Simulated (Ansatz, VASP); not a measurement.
**One calculation of ZnO, two programs**

```
Zn O
1.0
     5.51165    0.00000    0.00000
     0.00000    5.51165    0.00000
     0.00000    0.00000    3.25004
Zn O
4 4
Direct
  0.18184 0.18184 0.50000
  0.81816 0.81816 0.50000
  0.68184 0.31816 0.00000
  0.31816 0.68184 0.00000
  0.81738 0.18262 0.50000
  0.18262 0.81738 0.50000
  0.68262 0.68262 0.00000
  0.31738 0.31738 0.00000
```

Alike in both runs: functional r2SCAN; k mesh 6 × 6 × 8; occupations gaussian, width 0.02 eV; no spin polarisation.

Ansatz relaxed the structure, and its values are those at the end. VASP's run is a single point on that final structure, the one shown.

```csv
,VASP,Ansatz
version,VASP 6.6.1,Ansatz 0.2.0
potentials or method,"VASP PAW PBE potentials, release 64 (Zn, O), cutoff 520 eV","scalar-relativistic, plane waves, PAW"
valence electrons in the cell,72,72
```

Ansatz gave:

```
gap on the k mesh at the Fermi level (eV) : 1.21
least direct gap on the mesh (eV)         : 1.21
pressure (GPa)                            : 0.0
rms of the force components (eV/Å)        : 0.002
```

Task: Which values does VASP return?

Result: gap on the k mesh at the Fermi level (eV): 1.21; least direct gap on the mesh (eV): 1.21; pressure (GPa): 1.0; rms of the force components (eV/Å): 0.016.

VASP's potentials were made for PBE, not for r2SCAN.
